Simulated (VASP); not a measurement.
Wanted: the native input for a VASP 6.6.1 run.

| Property | Result |
| --- | --- |
| Task | single point |
| Functional | PBE |
| Dispersion | D3(BJ) |
| Potentials or basis | VASP PAW PBE potentials, release 64 (Hg) |
| Cutoff | 520 eV |
| k mesh | 18 × 18 × 10 |
| Occupations | gaussian, width 0.15 eV |
| Spin | no spin polarisation |
| Dipole correction | no |
| Further INCAR settings | ALGO = Normal; EDIFF = 1e-06; NBANDS = 19 |

The structure of Hg lies in POSCAR:

```
Hg
1.0
    3.5593763213      0.0000000000      0.0000000000
   -1.7796881606      3.0825103159      0.0000000000
    0.0000000000      0.0000000000      5.1908311935
Hg
2
Direct
    0.6666666667      0.3333333333      0.7500000000
    0.3333333333      0.6666666667      0.2500000000
```

This cell differs from its parent crystal: ratio of the length along z to the lengths across it x 0.92, volume and fractional coordinates fixed.

One way to write it, as run:

INCAR

```
SYSTEM = Hg
  PREC = Accurate
  ENCUT = 520
  EDIFF = 1E-6
  ISMEAR = 0
  SIGMA = 0.15
  LREAL = .FALSE.
  LASPH = .TRUE.
  NELM = 100
  ALGO = Normal
  ISIF = 2
  LWAVE = .FALSE.
  LCHARG = .TRUE.
  GGA = PE
  IVDW = 12
  LELF = .TRUE.
  LVHAR = .TRUE.
  NBANDS = 19
```

KPOINTS

```
Automatic mesh
0
G
  18 18 10
  0 0 0
```

Potentials or basis: VASP PAW PBE potentials, release 64 (Hg).

Launch:

```console
$ cat potpaw_PBE.64/Hg/POTCAR > POTCAR
$ mpirun -np 1 vasp_std > vasp.out
```

It gave:

The pressure is -1.0 GPa, the band gap on the k mesh is zero (band 12 reaches 1.18 eV, above the bottom of band 13 at 0.97 eV) and the dispersion energy per atom is -0.368 eV.

Caveat: spin-orbit coupling is left out, which moves the levels of the heavy elements; pairwise dispersion overbinds metals, which lowers pressure and volume.

It took 82 s on 1 thread of Intel(R) Xeon(R) Platinum 8559C (Emerald Rapids), with other jobs on the host, peak memory 0.34 GiB.
